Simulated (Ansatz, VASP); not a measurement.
# Y3LuO2: VASP beside Ansatz

```xyz
6
Lattice="4.5511 0.0000 0.0000 0.0000 4.5511 0.0000 0.0000 0.0000 6.4497" Properties=species:S:1:pos:R:3 pbc="T T T"
Y     2.2756    0.0000    6.4342
Y     0.0000    2.2756    6.4342
Y     0.0000    0.0000    2.7780
Lu    2.2756    2.2756    3.7112
O     2.2756    2.2756   -0.5824
O     0.0000    0.0000    7.0238
```

Change from the starting cell: species swapped into the Zr2P3S type (P4mm, No. 99).

Alike in both runs: functional PBE; k mesh 6 × 6 × 2; occupations gaussian, width 0.1 eV; no spin polarisation.

Ansatz relaxed the structure, and its values are those at the end. VASP's run is a single point on that final structure, the one shown.

|  | VASP | Ansatz |
| --- | --- | --- |
| version | VASP 6.6.1 | Ansatz 0.2.0 |
| potentials or method | VASP PAW PBE potentials, release 64 (Y_sv, Lu, O), cutoff 520 eV | scalar-relativistic, plane waves, PAW |
| valence electrons in the cell | 70 | 70 |

VASP gave:

- gap on the k mesh at the Fermi level (eV): none
- pressure (GPa): 0.1
- rms of the force components (eV/Å): 0.031

Q: Which values does Ansatz return?

A: gap on the k mesh at the Fermi level (eV): none; pressure (GPa): 0.1; rms of the force components (eV/Å): 0.000.

A gap of «none» marks a metal or a gap that the smearing closes.

The k mesh is coarse, so the values compare programs but aren't converged. Neither program's run includes spin-orbit coupling.
